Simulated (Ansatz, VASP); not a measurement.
# As in VASP and in Ansatz

Contents of POSCAR:

```
As
1.0
    1.8807968987      1.0858785957      3.5140619945
   -1.8807968987      1.0858785957      3.5140619945
    0.0000000000     -2.1717571915      3.5140619945
As
2
Direct
    0.2260000000      0.2260000000      0.2260000000
    0.7740000000      0.7740000000      0.7740000000
```

INCAR.step1

```
SYSTEM = As
PREC = Accurate ; ENCUT = 520
ISMEAR = -1 ; SIGMA = 0.05
LREAL = .False. ; LASPH = .True.
NELM = 80 ; NBANDS = 12
GGA = PE ; ALGO = Normal
EDIFF = 1E-4 ; LWAVE = .True.
LCHARG = .False.
```

File INCAR.step2:

```
SYSTEM = As
PREC = Accurate ; ENCUT = 520
EDIFF = 1E-6 ; ISMEAR = -1
SIGMA = 0.05 ; LREAL = .False.
LASPH = .True. ; NELM = 80
ALGO = Normal ; ISIF = 2
LWAVE = .False. ; LCHARG = .True.
METAGGA = R2SCAN ; LMIXTAU = .True.
LELF = .True. ; LVHAR = .True.
NBANDS = 12 ; ISTART = 1
```

The input KPOINTS:

```
regular mesh
0
Gamma
  9 9 9
  0 0 0
```

File input.yaml:

```yaml
crystal:
  lattice:
    - [1.8807968987, 1.0858785957, 3.5140619945]
    - [-1.8807968987, 1.0858785957, 3.5140619945]
    - [0.0, -2.1717571915, 3.5140619945]
  atoms:
    - { symbol: As, position: [0.226, 0.226, 0.226] }
    - { symbol: As, position: [0.774, 0.774, 0.774] }
hamiltonian:
  xc: r2scan
  pseudopotentials: { kind: paw }
kpoints:
  mp_grid: { grid: [9, 9, 9] }
scf:
  occupations: { method: fermi_dirac, width: 0.05 }
output:
  forces: true
  stress: true
  eigenvalues: true
```

Alike in both runs: task single point; functional r2SCAN; k mesh 9 × 9 × 9; occupations fermi-dirac, width 0.05 eV; no spin polarisation.

```csv
,VASP,Ansatz
version,VASP 6.6.1,Ansatz 0.2.0
potentials or method,"VASP PAW PBE potentials, release 64 (As)",Ansatz PAW
plane-wave cutoff (eV),520,500
valence electrons in the cell,10,30
```

Ansatz gave:

| Property | Result |
| --- | --- |
| gap on the k mesh at the Fermi level (eV) | none |
| pressure (GPa) | 1.9 |
| traceless stress, the component that is largest in VASP (GPa) | 0.38 |
| rms of the force components (eV/Å) | 0.086 |

Task: What did VASP give for the same quantities?

Result: gap on the k mesh at the Fermi level (eV): none; pressure (GPa): 2.0; traceless stress, the component that is largest in VASP (GPa): 0.34; rms of the force components (eV/Å): 0.111.

VASP's potentials were made for PBE, not for r2SCAN. Atom by atom the forces differ by 0.025 eV/Å (rms over components). A gap of «none» marks a metal or a gap that the smearing closes. The functional is the same, so the differences come from potentials, cutoffs and numerics. VASP's potentials hold 10 valence electrons a cell and Ansatz's 30, so a difference there can come from the potentials and not from the codes.
